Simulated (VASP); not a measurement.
**LiH: single point with PBE**

The system is LiH.

```
CELL_PARAMETERS angstrom
0.00000 1.86990 2.19510
1.86990 0.00000 2.19510
1.86990 1.86990 0.00000
ATOMIC_POSITIONS crystal
Li 0.00000 0.00000 0.00000
H 0.50000 0.50000 0.50000
```

This cell differs from its parent crystal: strain -0.080 along x and y, +0.080 along z.

```json
{
 "Program": "VASP 6.6.1",
 "Task": "single point",
 "Functional": "PBE",
 "Potentials or basis": "VASP PAW PBE potentials, release 64 (Li_sv, H)",
 "Cutoff": "520 eV",
 "k mesh": "10 × 10 × 10",
 "Occupations": "gaussian, width 0.05 eV",
 "Spin": "no spin polarisation"
}
```

- Band gap on the k mesh: 1.23 eV, indirect (least direct gap 2.55 eV)

Levels at points of the mesh, in eV from the valence-band top:
| k point | band 1 | band 2 | band 3 | band 4 | band 5 |
| --- | --- | --- | --- | --- | --- |
| (0.00, 0.00, 0.00) | -44.66 | -6.01 | 15.52 | 17.75 | 17.75 |
| (0.50, 0.00, 0.00) | -44.60 | -3.21 | 4.72 | 12.24 | 16.89 |
| (0.50, 0.50, 0.00) | -44.61 | -1.31 | 1.23 | 12.49 | 12.49 |
| (0.50, 0.00, 0.50) | -44.57 | 0.00 | 3.31 | 9.27 | 10.69 |

Run time: 7.2 s on 1 thread of Intel Xeon 6975P-C, on a shared host, peak memory 0.13 GiB.

Caveat: the cell differs from its parent crystal (strain -0.080 along x and y, +0.080 along z). A k mesh can miss the band edges.
